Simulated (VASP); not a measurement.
# Pd in VASP: further runs

Runs on Pd. Level: r2SCAN. Tasks: relaxation of the atoms, single point.

Everything below comes from runs of VASP 6.6.1. Logs are shortened: lines on timing, memory, paths and dates and some standing lists are left out, and cuts for length are marked.

### 1 The cell of the first run

The cell holds a slab with vacuum, 4 atoms: a = 2.763 Å, b = 2.763 Å, c = 23.768 Å, α = 90.00°, β = 90.00°, γ = 120.00°.

### 2 Relaxation of the atoms, r2SCAN

Contents of POSCAR:

```
Pd
1.0
    2.7629892873      0.0000000000      0.0000000000
   -1.3814946436      2.3928189132      0.0000000000
    0.0000000000      0.0000000000     23.7679139186
Pd
4
Selective dynamics
Direct
    0.6666666667      0.3333333333      0.3576249909  F F F
    0.3333333333      0.6666666667      0.4525416636  F F F
    0.0000000000      0.0000000000      0.5474583364  T T T
    0.6666666667      0.3333333333      0.6423750091  T T T
```

Contents of INCAR.step1:

```
SYSTEM = Pd
PREC = Accurate ; ENCUT = 520
ISMEAR = 0 ; SIGMA = 0.1
LREAL = .False. ; LASPH = .True.
NELM = 80 ; LDIPOL = .True.
IDIPOL = 3 ; DIPOL = 0.5 0.5 0.500
GGA = PE ; ALGO = Normal
EDIFF = 1E-4 ; LWAVE = .True.
LCHARG = .False.
```

Contents of INCAR.step2:

```
SYSTEM = Pd
PREC = Accurate ; ENCUT = 520
EDIFF = 1E-7 ; ISMEAR = 0
SIGMA = 0.1 ; LREAL = .False.
LASPH = .True. ; NELM = 80
ALGO = Normal ; ISIF = 2
LWAVE = .False. ; LCHARG = .False.
LDIPOL = .True. ; IDIPOL = 3
DIPOL = 0.5 0.5 0.500 ; METAGGA = R2SCAN
LMIXTAU = .True. ; IBRION = 2
NSW = 90 ; EDIFFG = -0.03
ISTART = 1
```

Contents of KPOINTS:

```
Automatic mesh
0
Gamma
  12 12 1
  0 0 0
```

Potentials or basis: VASP PAW PBE potentials, release 64 (Pd).

On the command line:

```sh
$ cat potpaw_PBE.64/Pd/POTCAR > POTCAR
$ cp INCAR.step1 INCAR
$ mpirun -np 1 vasp_std > vasp.out
$ cp INCAR.step2 INCAR
$ mpirun -np 1 vasp_std > vasp.out
```

OUTCAR:

```text
SYSTEM = Pd
   PREC = Accurate
   ENCUT = 520
   EDIFF = 1E-7
   ISMEAR = 0
   LREAL = .False.
   LASPH = .True.
   NELM = 80
   ISIF = 2
   METAGGA = R2SCAN
   IBRION = 2
   NSW = 90
   EDIFFG = -0.03
   ISTART = 1

 ion  position               nearest neighbor table
   1  0.667  0.333  0.358-   2 2.76   2 2.76   2 2.76
   2  0.333  0.667  0.453-   1 2.76   1 2.76   1 2.76   3 2.76   3 2.76   3 2.76
   3  0.000  0.000  0.547-   4 2.76   4 2.76   4 2.76   2 2.76   2 2.76   2 2.76
   4  0.667  0.333  0.642-   3 2.76   3 2.76   3 2.76

  LATTYP: Found a hexagonal cell.
 ALAT       =     2.7629892873
 C/A-ratio  =     8.6022461353

  Lattice vectors:

 A1 = (   2.7629892873,   0.0000000000,   0.0000000000)
 A2 = (  -1.3814946436,   2.3928189132,   0.0000000000)
 A3 = (   0.0000000000,   0.0000000000,  23.7679139186)

Analysis of symmetry for initial positions (statically):
=====================================================================
 Subroutine PRICEL returns:
 Original cell was already a primitive cell.

 Routine SETGRP: Setting up the symmetry group for a
 hexagonal supercell.

 Subroutine GETGRP returns: Found 12 space group operations
 (whereof  6 operations were pure point group operations)
 out of a pool of 24 trial point group operations.

The static configuration has the point symmetry C_3v.
 The point group associated with its full space group is D_3d.

Analysis of symmetry for dynamics (positions and initial velocities):
=====================================================================
 Subroutine PRICEL returns:
 Original cell was already a primitive cell.

 Routine SETGRP: Setting up the symmetry group for a
 hexagonal supercell.

 Subroutine GETGRP returns: Found 12 space group operations
 (whereof  6 operations were pure point group operations)
 out of a pool of 24 trial point group operations.

The dynamic configuration has the point symmetry C_3v.
 The point group associated with its full space group is D_3d.

Analysis of constrained symmetry for selective dynamics:
=====================================================================
 Subroutine PRICEL returns:
 Original cell was already a primitive cell.

 Routine SETGRP: Setting up the symmetry group for a
 hexagonal supercell.

 Subroutine GETGRP returns: Found  6 space group operations
 (whereof  6 operations were pure point group operations)
 out of a pool of 24 trial point group operations.

The constrained configuration has the point symmetry C_3v.

 Subroutine INISYM returns: Found  6 space group operations
 (whereof  6 operations are pure point group operations),
 and found     1 'primitive' translations

----------------------------------------------------------------------------------------

                                     Primitive cell

  volume of cell :     157.1376

  direct lattice vectors                    reciprocal lattice vectors
     2.762989287  0.000000000  0.000000000     0.361926847  0.208958562  0.000000000
    -1.381494644  2.392818913  0.000000000     0.000000000  0.417917125  0.000000000
     0.000000000  0.000000000 23.767913919     0.000000000  0.000000000  0.042073528

  length of vectors
     2.762989287  2.762989287 23.767913919     0.417917125  0.417917125  0.042073528

  position of ions in fractional coordinates (direct lattice)
     0.666666667  0.333333333  0.357624991
     0.333333333  0.666666667  0.452541664
     0.000000000  0.000000000  0.547458336
     0.666666667  0.333333333  0.642375009

  ion indices of the primitive-cell ions
   primitive index   ion index
                 1           1
                 2           2
                 3           3
                 4           4

----------------------------------------------------------------------------------------

 KPOINTS: Automatic mesh

Automatic generation of k-mesh.
 Grid dimensions read from file:
 generate k-points for:   12   12    1

 Generating k-lattice:

  Cartesian coordinates                     Fractional coordinates (reciprocal lattice)
     0.030160571  0.017413214  0.000000000     0.083333333  0.000000000  0.000000000
     0.000000000  0.034826427  0.000000000     0.000000000  0.083333333  0.000000000
     0.000000000  0.000000000  0.042073528     0.000000000  0.000000000  1.000000000

  Length of vectors
     0.034826427  0.034826427  0.042073528

  Shift w.r.t. Gamma in fractional coordinates (k-lattice)
     0.000000000  0.000000000  0.000000000

 Subroutine IBZKPT returns following result:
 ===========================================

 Found     19 irreducible k-points:

 Following reciprocal coordinates:
            Coordinates               Weight
  0.000000  0.000000  0.000000      1.000000
  0.083333  0.000000  0.000000      6.000000
  0.166667  0.000000  0.000000      6.000000
  0.250000  0.000000  0.000000      6.000000
  0.333333  0.000000  0.000000      6.000000
  0.416667  0.000000  0.000000      6.000000
[... 11 lines left out ...]
  0.333333  0.250000  0.000000     12.000000
  0.333333  0.333333  0.000000      2.000000
   k-points           NKPTS =     19   k-points in BZ     NKDIM =     19   number of bands    NBANDS=     24
   number of dos      NEDOS =    301   number of ions     NIONS =      4
   total plane-waves  NPLWV = 103680
   dimension x,y,z NGX =    24 NGY =   24 NGZ =  180
   dimension x,y,z NGXF=    48 NGYF=   48 NGZF=  360
   ions per type =               4
   NGX,Y,Z   is equivalent  to a cutoff of  14.44, 14.44, 12.59 a.u.
   NGXF,Y,Z  is equivalent  to a cutoff of  28.88, 28.88, 25.18 a.u.
 SYSTEM =  Pd
   PREC   = accura    normal or accurate (medium, high low for compatibility)
   ISTART =      1    job   : 0-new  1-cont  2-samecut
   ICHARG =      0    charge: 1-file 2-atom 10-const
   ISPIN  =      1    spin polarized calculation?
   LNONCOLLINEAR =      F non collinear calculations
   LSORBIT =      F    spin-orbit coupling
   LASPH  =      T    aspherical Exc in radial PAW
   ENCUT  =  520.0 eV  38.22 Ry    6.18 a.u.   5.14  5.14 44.19*2*pi/ulx,y,z
   NELM   =     80;   NELMIN=  2; NELMDL=  0     # of ELM steps
   EDIFF  = 0.1E-06   stopping-criterion for ELM
   LREAL  =      F    real-space projection
   EDIFFG = -.3E-01   stopping-criterion for IOM
   NSW    =     90    number of steps for IOM
   IBRION =      2    ionic relax: 0-MD 1-quasi-New 2-CG
   NFREE  =      1    steps in history (QN), initial steepest desc. (CG)
   ISIF   =      2    stress and relaxation
   ISYM   =      2    0-nonsym 1-usesym 2-fastsym
   POTIM  = 0.5000    time-step for ionic-motion
   TEBEG  =    0.0;   TEEND  =   0.0 temperature during run
   PSTRESS=    0.0 pullay stress
   NELECT =      40.0000    total number of electrons
   NUPDOWN=      -1.0000    fix difference up-down
   EMIN   =  10.00;   EMAX   =-10.00  energy-range for DOS
   EFERMI =   0.00;   METHOD = LEGACY
   ISMEAR =     0;   SIGMA  =   0.10  broadening in eV -4-tet -1-fermi 0-gaus
   EFERMI_NEDOS =   21; number of points for ismear=-14 and -15
   IALGO  =     38    algorithm
   IMIX   =      4    mixing-type and parameters
     AMIX     =   0.40;   BMIX     =  1.00
     AMIX_MAG =   1.60;   BMIX_MAG =  1.00
  volume/ion in A,a.u.               =      39.28       265.10
  Fermi-wavevector in a.u.,A,eV,Ry     =   1.037532  1.960651 14.646297  1.076472
  Thomas-Fermi vector in A             =   2.171974
   LORBIT       =      0    0 simple, 1 ext, 2 COOP (PROOUT), +10 PAW based schemes
   METAGGA = R2SCAN    functional components
   LHFCALC =     F    Hartree Fock is set to
   AEXX    =    0.0000 exact exchange contribution
   IVDW    =     0    specifies the selected vdW correction
   LEPSILON=     F    determine dielectric tensor
   LRPA    =     F    only Hartree local field effects (RPA)
 conjugate gradient relaxation of ions
 non-spin polarized calculation
 Gauss-broadening in eV      SIGMA  =   0.10
  energy-cutoff  :      520.00
  volume of cell :      157.14
 maximum number of plane-waves:      4257
 NGX is ok and might be reduce to    24
   NGX = 11   NGY = 11   NGZ = 89

--------------------------------------- Ionic step        1  -------------------------------------------

 number of electron      40.0000003 magnetization

 Free energy of the ion-electron system (eV)
  ---------------------------------------------------
  ext. energy  EPLUGINS =         0.00000000
  ---------------------------------------------------
  free energy    TOTEN  =       -90.52973696 eV

  energy without entropy =      -90.47797147  energy(sigma->0) =      -90.50385422

------------------------ aborting loop because EDIFF is reached ----------------------------------------

 vacuum level on the upper side and lower side of the slab       (xc-potential included)        -0.002        -0.005

  FORCE on cell =-STRESS in cart. coord.  units (eV):
  Direction    XX          YY          ZZ          XY          YZ          ZX
  --------------------------------------------------------------------------------------
  -------------------------------------------------------------------------------------
  Total       -2.1824495     -2.1824495      0.0928906     -0.0000000      0.0000000     -0.0000000
  in kB      -22.2522887    -22.2522887      0.9471140     -0.0000000      0.0000000     -0.0000000
  external PRESSURE =     -14.5191545 kB  Pullay stress =       0.0000000 kB

 VOLUME and BASIS-vectors are now :
 -----------------------------------------------------------------------------
  energy-cutoff  :      520.00
  volume of cell :      157.14
      direct lattice vectors                 reciprocal lattice vectors
     2.762989287  0.000000000  0.000000000     0.361926847  0.208958562  0.000000000
    -1.381494644  2.392818913  0.000000000     0.000000000  0.417917125  0.000000000
     0.000000000  0.000000000 23.767913919     0.000000000  0.000000000  0.042073528
[... 48 lines left out ...]
  FREE ENERGIE OF THE ION-ELECTRON SYSTEM (eV)
  ---------------------------------------------------
  free  energy   TOTEN  =       -90.5301702528 eV

  energy  without entropy=      -90.4783620669  energy(sigma->0) =      -90.50426616

 dipolmoment           0.000000      0.000000     -0.000018 electrons x Angstroem

--------------------------------------- Ionic step        3  -------------------------------------------

 number of electron      40.0000003 magnetization

 dipolmoment           0.000000      0.000000      0.000106 electrons x Angstroem

 Free energy of the ion-electron system (eV)
  ---------------------------------------------------
  ext. energy  EPLUGINS =         0.00000000
  ---------------------------------------------------
  free energy    TOTEN  =       -90.53023847 eV

  energy without entropy =      -90.47840238  energy(sigma->0) =      -90.50432043

 E-fermi :   0.2977     XC(G=0):  -5.9707

 val. band max:        0.2947865075   @ k =   0.1667   0.1667   0.0000
 cond. band min:       0.3096775594   @ k =   0.4167   0.0000   0.0000
 fundamental gap:      0.0148910519
 Fermi energy:         0.2976664339

 k-point     1 :       0.0000    0.0000    0.0000
  band No.  band energies     occupation
      1      -6.2727      2.00000
      2      -5.1979      2.00000
      3      -4.7823      2.00000
      4      -4.5817      2.00000
      5      -2.5427      2.00000
      6      -2.4942      2.00000
[... 502 lines left out ...]
     23       7.1328      0.00000
     24       7.8615      0.00000

------------------------ aborting loop because EDIFF is reached ----------------------------------------

 vacuum level on the upper side and lower side of the slab       (xc-potential included)         0.005         0.002

  FORCE on cell =-STRESS in cart. coord.  units (eV):
  Direction    XX          YY          ZZ          XY          YZ          ZX
  --------------------------------------------------------------------------------------
  -------------------------------------------------------------------------------------
  Total       -2.1967671     -2.1967671      0.0423827     -0.0000000      0.0000000     -0.0000000
  in kB      -22.3982714    -22.3982714      0.4321342     -0.0000000      0.0000000     -0.0000000
  external PRESSURE =     -14.7881362 kB  Pullay stress =       0.0000000 kB

 VOLUME and BASIS-vectors are now :
 -----------------------------------------------------------------------------
  energy-cutoff  :      520.00
  volume of cell :      157.14
      direct lattice vectors                 reciprocal lattice vectors
     2.762989287  0.000000000  0.000000000     0.361926847  0.208958562  0.000000000
    -1.381494644  2.392818913  0.000000000     0.000000000  0.417917125  0.000000000
     0.000000000  0.000000000 23.767913919     0.000000000  0.000000000  0.042073528
[... 10 lines left out ...]
  FREE ENERGIE OF THE ION-ELECTRON SYSTEM (eV)
  ---------------------------------------------------
  free  energy   TOTEN  =       -90.5302384713 eV

  energy  without entropy=      -90.4784023825  energy(sigma->0) =      -90.50432043

 reached required accuracy - stopping structural energy minimisation

 vacuum level on the upper side and lower side of the slab         5.569         5.566
```

It took 24 min on 1 thread of AMD EPYC 9R45 (Zen 5), shared host; peak memory 0.34 GiB.

Results:

```yaml
Free_energy: -90.5302 eV
Energy_gained_by_relaxing: 0.1 meV/atom
Ionic_steps: 3
Band_gap_on_the_k_mesh: zero (bands 20 and 21 overlap by 0.94 eV)
```

The path:
```
step  energy change (eV)  largest force on free atoms (eV/Å)  pressure (GPa)
   1              0.0000                              0.1029           -1.45
   2             -0.0004                              0.0408           -1.47
   3             -0.0005                              0.0100           -1.48
```

Final structure:
```
CELL_PARAMETERS angstrom
2.76299 0.00000 0.00000
-1.38149 2.39282 0.00000
0.00000 0.00000 23.76791
ATOMIC_POSITIONS crystal
Pd 0.66667 0.33333 0.35763
Pd 0.33333 0.66667 0.45254
Pd 0.00000 0.00000 0.54712
Pd 0.66667 0.33333 0.64254
```

Levels at points of the mesh, in eV from the Fermi level:
| k point | band 16 | band 17 | band 18 | band 19 | band 20 | band 21 | band 22 | band 23 | band 24 |
| --- | --- | --- | --- | --- | --- | --- | --- | --- | --- |
| (0.00, 0.00, 0.00) | -1.24 | -1.24 | -0.97 | -0.97 | -0.43 | -0.43 | -0.07 | -0.07 | 0.62 |
| (0.50, 0.00, 0.00) | -0.07 | 0.01 | 0.15 | 0.34 | 0.37 | 2.18 | 3.43 | 4.04 | 4.10 |

Caveat: the PAW data sets were made with another functional, which shifts forces and pressure a little.

### 3 Single point, r2SCAN

Contents of POSCAR:

```
Pd
1.0
    2.7629892873      0.0000000000      0.0000000000
   -1.3814946436      2.3928189132      0.0000000000
    0.0000000000      0.0000000000     23.7679139186
Pd
4
Direct
    0.6666666667      0.3333333333      0.3576249909
    0.3333333333      0.6666666667      0.4525416636
    0.0000000000      0.0000000000      0.5467523726
    0.6666666667      0.3333333333      0.6419344086
```

Contents of INCAR.step1:

```
SYSTEM = Pd
ALGO = Normal ; DIPOL = 0.5 0.5 0.500
EDIFF = 1E-4 ; ENCUT = 520
GGA = PE ; IDIPOL = 3
ISMEAR = 0 ; LASPH = .True.
LCHARG = .False. ; LDIPOL = .True.
LREAL = .False. ; LWAVE = .True.
NBANDS = 28 ; NELM = 80
PREC = Accurate ; SIGMA = 0.1
```

Contents of INCAR.step2:

```
SYSTEM = Pd
ALGO = Normal ; DIPOL = 0.5 0.5 0.500
EDIFF = 1E-7 ; ENCUT = 520
IDIPOL = 3 ; ISIF = 2
ISMEAR = 0 ; ISTART = 1
LASPH = .True. ; LCHARG = .False.
LDIPOL = .True. ; LMIXTAU = .True.
LREAL = .False. ; LWAVE = .False.
METAGGA = R2SCAN ; NBANDS = 28
NELM = 80 ; PREC = Accurate
SIGMA = 0.1
```

Contents of KPOINTS:

```
k-points
0
Gamma
  12 12 1
  0 0 0
```

Potentials or basis: VASP PAW PBE potentials, release 64 (Pd).

On the command line:

```sh
$ cat potpaw_PBE.64/Pd/POTCAR > POTCAR
$ cp INCAR.step1 INCAR
$ mpirun -np 1 vasp_std > vasp.out
$ cp INCAR.step2 INCAR
$ mpirun -np 1 vasp_std > vasp.out
```

Run time: 13 min. Hardware: 1 thread of Intel Xeon Platinum 8259CL at 2.50GHz (Skylake/Cascade Lake), shared host; peak memory 0.37 GiB.

The run converged. Its results:

* Free energy: -90.5302 eV
* Largest force: 0.050 eV/Å
* Band gap on the k mesh: zero (bands 20 and 21 overlap by 0.94 eV)

Forces in eV/Å, atoms in the order of the input:
```
Pd   0.000  0.000 -0.050
Pd   0.000  0.000  0.021
Pd   0.000  0.000  0.011
Pd   0.000  0.000  0.018
```

Levels at points of the mesh, in eV from the Fermi level:
| k point | band 18 | band 19 | band 20 | band 21 | band 22 | band 23 |
| --- | --- | --- | --- | --- | --- | --- |
| (0.00, 0.00, 0.00) | -0.98 | -0.98 | -0.43 | -0.43 | -0.07 | -0.07 |
| (0.50, 0.00, 0.00) | 0.15 | 0.33 | 0.36 | 2.18 | 3.43 | 4.04 |

Caveat: the PAW data sets were made with another functional, which shifts forces and pressure a little.
